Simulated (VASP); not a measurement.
# SmTa3Cl2 (P-62m) in VASP: single point with PBE

Aim: the single point of SmTa3Cl2 with PBE.

Everything below comes from runs of VASP 6.6.1. Logs are shortened: lines on timing, memory, paths and dates and some standing lists are left out, and cuts for length are marked.

### 1 The cell of the first run

It takes space group P-62m (No. 189, hexagonal). The conventional cell has a = 4.822 Å, b = 4.822 Å, c = 9.660 Å, α = 90.00°, β = 90.00°, γ = 120.00°. Sm (site symmetry -62m) has 2 Cl at 2.70 Å within 3.6 Å. Within 3.5 Å of Ta (site symmetry m2m) lie 2 Cl at 2.68 Å and 6 Ta at 2.77 to 2.80 Å. Within 3.5 Å of Cl (site symmetry 3m) lie 3 Ta at 2.68 Å and 1 Sm at 2.70 Å.

The cell was built from a structure type or drawn by symmetry, and may not be a known phase.

### 2 Single point, PBE

Contents of INCAR:

```
PREC = Accurate
ENCUT = 500
EDIFF = 1E-6
ISMEAR = 0
SIGMA = 0.2
LREAL = False
LASPH = True
NELM = 200
ALGO = Normal
ISIF = 2
LWAVE = False
LCHARG = False
GGA = PE
NBANDS = 38
GGA_COMPAT = False
LMAXMIX = 6
```

Contents of KPOINTS:

```
Automatic mesh
0
Gamma
  4 4 2
```

Contents of POSCAR:

```
SmTa3Cl2
1.0
    4.8217183775     -0.0000000031      0.0000000000
   -2.4108591861      4.1757306063      0.0000000000
    0.0000000000      0.0000000000      9.6599135662
Sm Ta Cl
1 3 2
Direct
    0.0000000000      0.0000000000      0.5000000000
    0.3358444797      0.0000000000      0.0000000000
    0.0000000000      0.3358444797      0.0000000000
    0.6641555203      0.6641555203      0.0000000000
    0.0000000000      0.0000000000      0.2206346451
    0.0000000000      0.0000000000      0.7793653549
```

Potentials or basis: VASP PAW PBE potentials, release 64 (Sm_3, Ta_pv, Cl), 4f in core.

Launch:

```bash
> cat potpaw_PBE.64/Sm_3/POTCAR potpaw_PBE.64/Ta_pv/POTCAR potpaw_PBE.64/Cl/POTCAR > POTCAR
> mpirun -np 1 vasp_std > vasp.out
```

OUTCAR:

```text
PREC = Accurate
   ENCUT = 500
   EDIFF = 1E-6
   ISMEAR = 0
   LREAL = False
   LASPH = True
   NELM = 200
   ISIF = 2
   GGA = PE

 ion  position               nearest neighbor table
   1  0.000  0.000  0.500-   5 2.70   6 2.70
   2  0.336  0.000  0.000-   5 2.68   6 2.68   3 2.77   4 2.77   3 2.77   4 2.77   4 2.80   3 2.80

   3  0.000  0.336  0.000-   5 2.68   6 2.68   2 2.77   2 2.77   4 2.77   4 2.77   4 2.80   2 2.80

   4  0.664  0.664  0.000-   5 2.68   6 2.68   2 2.77   3 2.77   2 2.77   3 2.77   3 2.80   2 2.80

   5  0.000  0.000  0.221-   4 2.68   3 2.68   2 2.68   1 2.70
   6  0.000  0.000  0.779-   4 2.68   3 2.68   2 2.68   1 2.70

  LATTYP: Found a hexagonal cell.
 ALAT       =     4.8217183775
 C/A-ratio  =     2.0034172073

  Lattice vectors:

 A1 = (   4.8217183775,  -0.0000000031,   0.0000000000)
 A2 = (  -2.4108591861,   4.1757306063,   0.0000000000)
 A3 = (   0.0000000000,   0.0000000000,   9.6599135662)

Analysis of symmetry for initial positions (statically):
=====================================================================
 Subroutine PRICEL returns:
 Original cell was already a primitive cell.

 Routine SETGRP: Setting up the symmetry group for a
 hexagonal supercell.

 Subroutine GETGRP returns: Found 12 space group operations
 (whereof 12 operations were pure point group operations)
 out of a pool of 24 trial point group operations.

The static configuration has the point symmetry D_3h.

Analysis of symmetry for dynamics (positions and initial velocities):
=====================================================================
 Subroutine PRICEL returns:
 Original cell was already a primitive cell.

 Routine SETGRP: Setting up the symmetry group for a
 hexagonal supercell.

 Subroutine GETGRP returns: Found 12 space group operations
 (whereof 12 operations were pure point group operations)
 out of a pool of 24 trial point group operations.

The dynamic configuration has the point symmetry D_3h.

 Subroutine INISYM returns: Found 12 space group operations
 (whereof 12 operations are pure point group operations),
 and found     1 'primitive' translations

----------------------------------------------------------------------------------------

                                     Primitive cell

  volume of cell :     194.4946

  direct lattice vectors                    reciprocal lattice vectors
     4.821718377 -0.000000003  0.000000000     0.207394941  0.119739525  0.000000000
    -2.410859186  4.175730606  0.000000000     0.000000000  0.239479050  0.000000000
     0.000000000  0.000000000  9.659913566     0.000000000  0.000000000  0.103520595

  length of vectors
     4.821718377  4.821718377  9.659913566     0.239479050  0.239479050  0.103520595

  position of ions in fractional coordinates (direct lattice)
     0.000000000  0.000000000  0.500000000
     0.335844480  0.000000000  0.000000000
     0.000000000  0.335844480  0.000000000
     0.664155520  0.664155520  0.000000000
     0.000000000  0.000000000  0.220634645
     0.000000000  0.000000000  0.779365355

  ion indices of the primitive-cell ions
   primitive index   ion index
                 1           1
                 2           2
                 3           3
                 4           4
                 5           5
                 6           6

----------------------------------------------------------------------------------------

 KPOINTS: Automatic mesh

Automatic generation of k-mesh.
 Grid dimensions read from file:
 generate k-points for:    4    4    2

 Generating k-lattice:

  Cartesian coordinates                     Fractional coordinates (reciprocal lattice)
     0.051848735  0.029934881  0.000000000     0.250000000  0.000000000  0.000000000
     0.000000000  0.059869763  0.000000000     0.000000000  0.250000000  0.000000000
     0.000000000  0.000000000  0.051760297     0.000000000  0.000000000  0.500000000

  Length of vectors
     0.059869763  0.059869763  0.051760297

  Shift w.r.t. Gamma in fractional coordinates (k-lattice)
     0.000000000  0.000000000  0.000000000

 Subroutine IBZKPT returns following result:
 ===========================================

 Found      8 irreducible k-points:

 Following reciprocal coordinates:
            Coordinates               Weight
  0.000000  0.000000  0.000000      1.000000
  0.250000  0.000000  0.000000      6.000000
  0.500000  0.000000  0.000000      3.000000
  0.250000  0.250000  0.000000      6.000000
  0.000000  0.000000  0.500000      1.000000
  0.250000  0.000000  0.500000      6.000000
  0.500000  0.000000  0.500000      3.000000
  0.250000  0.250000  0.500000      6.000000
   k-points           NKPTS =      8   k-points in BZ     NKDIM =      8   number of bands    NBANDS=     38
   number of dos      NEDOS =    301   number of ions     NIONS =      6
   total plane-waves  NPLWV =  90720
   dimension x,y,z NGX =    36 NGY =   36 NGZ =   70
   dimension x,y,z NGXF=    72 NGYF=   72 NGZF=  140
   ions per type =               1   3   2
   NGX,Y,Z   is equivalent  to a cutoff of  12.41, 12.41, 12.05 a.u.
   NGXF,Y,Z  is equivalent  to a cutoff of  24.82, 24.82, 24.09 a.u.
 SYSTEM =  unknown system
   PREC   = accura    normal or accurate (medium, high low for compatibility)
   ISTART =      0    job   : 0-new  1-cont  2-samecut
   ICHARG =      2    charge: 1-file 2-atom 10-const
   ISPIN  =      1    spin polarized calculation?
   LNONCOLLINEAR =      F non collinear calculations
   LSORBIT =      F    spin-orbit coupling
   LASPH  =      T    aspherical Exc in radial PAW
   ENCUT  =  500.0 eV  36.75 Ry    6.06 a.u.   8.79  8.79 17.61*2*pi/ulx,y,z
   NELM   =    200;   NELMIN=  2; NELMDL= -5     # of ELM steps
   EDIFF  = 0.1E-05   stopping-criterion for ELM
   LREAL  =      F    real-space projection
   EDIFFG = 0.1E-04   stopping-criterion for IOM
   NSW    =      0    number of steps for IOM
   IBRION =     -1    ionic relax: 0-MD 1-quasi-New 2-CG
   NFREE  =      0    steps in history (QN), initial steepest desc. (CG)
   ISIF   =      2    stress and relaxation
   ISYM   =      2    0-nonsym 1-usesym 2-fastsym
   POTIM  = 0.5000    time-step for ionic-motion
   TEBEG  =    0.0;   TEEND  =   0.0 temperature during run
   PSTRESS=    0.0 pullay stress
   NELECT =      58.0000    total number of electrons
   NUPDOWN=      -1.0000    fix difference up-down
   EMIN   =  10.00;   EMAX   =-10.00  energy-range for DOS
   EFERMI =   0.00;   METHOD = LEGACY
   ISMEAR =     0;   SIGMA  =   0.20  broadening in eV -4-tet -1-fermi 0-gaus
   EFERMI_NEDOS =   21; number of points for ismear=-14 and -15
   IALGO  =     38    algorithm
   IMIX   =      4    mixing-type and parameters
     AMIX     =   0.40;   BMIX     =  1.00
     AMIX_MAG =   1.60;   BMIX_MAG =  1.00
  volume/ion in A,a.u.               =      32.42       218.75
  Fermi-wavevector in a.u.,A,eV,Ry     =   1.093742  2.066873 16.276269  1.196272
  Thomas-Fermi vector in A             =   2.230033
   LORBIT       =      0    0 simple, 1 ext, 2 COOP (PROOUT), +10 PAW based schemes
   GGA     = PE    functional components
   LHFCALC =     F    Hartree Fock is set to
   AEXX    =    0.0000 exact exchange contribution
   IVDW    =     0    specifies the selected vdW correction
   LEPSILON=     F    determine dielectric tensor
   LRPA    =     F    only Hartree local field effects (RPA)
 non-spin polarized calculation
 Gauss-broadening in eV      SIGMA  =   0.20
  energy-cutoff  :      500.00
  volume of cell :      194.49
 maximum number of plane-waves:      4972
 NGX is ok and might be reduce to    36
   NGX = 17   NGY = 17   NGZ = 35

 number of electron      58.0000003 magnetization

 Free energy of the ion-electron system (eV)
  ---------------------------------------------------
  ext. energy  EPLUGINS =         0.00000000
  ---------------------------------------------------
  free energy    TOTEN  =       -40.24873371 eV

  energy without entropy =      -40.10829245  energy(sigma->0) =      -40.17851308

 E-fermi :   2.7108     XC(G=0):  -8.6012

 val. band max:        2.6791210059   @ k =   0.2500   0.0000   0.0000
 cond. band min:       2.7553659749   @ k =   0.2500   0.2500   0.0000
 fundamental gap:      0.0762449689
 Fermi energy:         2.7107715001

 k-point     1 :       0.0000    0.0000    0.0000
  band No.  band energies     occupation
      1     -40.4680      2.00000
      2     -32.3490      2.00000
      3     -32.0858      2.00000
      4     -32.0858      2.00000
      5     -32.0699      2.00000
      6     -32.0122      2.00000
[... 30 lines left out ...]
     37       4.2750      0.00000
     38       4.2750      0.00000

 k-point     2 :       0.2500    0.0000    0.0000
  band No.  band energies     occupation
      1     -40.4676      2.00000
      2     -32.3282      2.00000
      3     -32.3049      2.00000
      4     -32.1694      2.00000
      5     -32.1155      2.00000
      6     -32.1015      2.00000
[... 30 lines left out ...]
     37       4.3786      0.00000
     38       4.4656      0.00000

 k-point     3 :       0.5000    0.0000    0.0000
  band No.  band energies     occupation
      1     -40.4672      2.00000
      2     -32.4405      2.00000
      3     -32.2088      2.00000
      4     -32.1994      2.00000
      5     -32.1151      2.00000
      6     -31.8828      2.00000
[... 30 lines left out ...]
     37       4.6390      0.00000
     38       4.7854      0.00000

 k-point     4 :       0.2500    0.2500    0.0000
  band No.  band energies     occupation
      1     -40.4672      2.00000
      2     -32.2634      2.00000
      3     -32.2336      2.00000
      4     -32.1912      2.00000
      5     -32.1470      2.00000
      6     -32.1427      2.00000
[... 30 lines left out ...]
     37       4.6334      0.00000
     38       4.7725      0.00000

 k-point     5 :       0.0000    0.0000    0.5000
  band No.  band energies     occupation
      1     -40.4680      2.00000
      2     -32.3490      2.00000
      3     -32.0858      2.00000
      4     -32.0858      2.00000
      5     -32.0700      2.00000
      6     -32.0122      2.00000
[... 30 lines left out ...]
     37       3.6364      0.00000
     38       3.7700      0.00000

 k-point     6 :       0.2500    0.0000    0.5000
  band No.  band energies     occupation
      1     -40.4676      2.00000
      2     -32.3282      2.00000
      3     -32.3049      2.00000
      4     -32.1694      2.00000
      5     -32.1155      2.00000
      6     -32.1015      2.00000
[... 30 lines left out ...]
     37       4.1466      0.00000
     38       4.3210      0.00000

 k-point     7 :       0.5000    0.0000    0.5000
  band No.  band energies     occupation
      1     -40.4672      2.00000
      2     -32.4405      2.00000
      3     -32.2088      2.00000
      4     -32.1994      2.00000
      5     -32.1151      2.00000
      6     -31.8828      2.00000
[... 30 lines left out ...]
     37       4.7364      0.00000
     38       5.1021      0.00000

 k-point     8 :       0.2500    0.2500    0.5000
  band No.  band energies     occupation
      1     -40.4672      2.00000
      2     -32.2634      2.00000
      3     -32.2336      2.00000
      4     -32.1912      2.00000
      5     -32.1470      2.00000
      6     -32.1427      2.00000
[... 30 lines left out ...]
     37       4.8327      0.00000
     38       5.0089      0.00000

------------------------ aborting loop because EDIFF is reached ----------------------------------------

  FORCE on cell =-STRESS in cart. coord.  units (eV):
  Direction    XX          YY          ZZ          XY          YZ          ZX
  --------------------------------------------------------------------------------------
  -------------------------------------------------------------------------------------
  Total        0.0172158      0.0172158      0.3585499     -0.0000000     -0.0000000      0.0000000
  in kB        0.1418175      0.1418175      2.9536066     -0.0000000     -0.0000000      0.0000000
  external PRESSURE =       1.0790805 kB  Pullay stress =       0.0000000 kB

 VOLUME and BASIS-vectors are now :
 -----------------------------------------------------------------------------
  energy-cutoff  :      500.00
  volume of cell :      194.49
      direct lattice vectors                 reciprocal lattice vectors
     4.821718377 -0.000000003  0.000000000     0.207394941  0.119739525  0.000000000
    -2.410859186  4.175730606  0.000000000     0.000000000  0.239479050  0.000000000
     0.000000000  0.000000000  9.659913566     0.000000000  0.000000000  0.103520595

 POSITION                                       TOTAL-FORCE (eV/Angst)
 -----------------------------------------------------------------------------------
      0.00000      0.00000      4.82996        -0.000000     -0.000000      0.000000
      1.61935     -0.00000      0.00000         0.040672     -0.000000      0.000000
     -0.80967      1.40240      0.00000        -0.020336      0.035223      0.000000
      1.60119      2.77333      0.00000        -0.020336     -0.035223      0.000000
      0.00000      0.00000      2.13131         0.000000      0.000000     -0.027572
      0.00000      0.00000      7.52860         0.000000      0.000000      0.027572
 -----------------------------------------------------------------------------------
    total drift:                                0.000000      0.000000      0.000000

  FREE ENERGIE OF THE ION-ELECTRON SYSTEM (eV)
  ---------------------------------------------------
  free  energy   TOTEN  =       -40.2487337092 eV

  energy  without entropy=      -40.1082924517  energy(sigma->0) =      -40.17851308
```

Wall time 54 s (1 thread of Intel Xeon Platinum 8259CL at 2.50GHz (Skylake/Cascade Lake), shared host); peak memory 0.31 GiB.

Results:

```yaml
Free_energy: -40.2487 eV
Pressure: 0.1 GPa
Largest_force: 0.041 eV/Å
Band_gap_on_the_k_mesh: zero (bands 29 and 30 overlap by 0.66 eV)
```

Forces in eV/Å, atoms in the order of the input:
```
Sm   0.000  0.000  0.000
Ta   0.041  0.000  0.000
Ta  -0.020  0.035  0.000
Ta  -0.020 -0.035  0.000
Cl   0.000  0.000 -0.028
Cl   0.000  0.000  0.028
```

Stress tensor (GPa, compression positive):
```
0.01 0.00 0.00
0.00 0.01 0.00
0.00 0.00 0.30
```

Caveat: the k points lie up to 0.38 Å⁻¹ apart, too coarse for converged energies and pressures of a metal; spin-orbit coupling is left out, which moves the levels of the heavy elements; the 4f electrons are frozen in the core, so they carry no moment and show no levels; the run has no spin polarisation, though such a crystal can be magnetic.
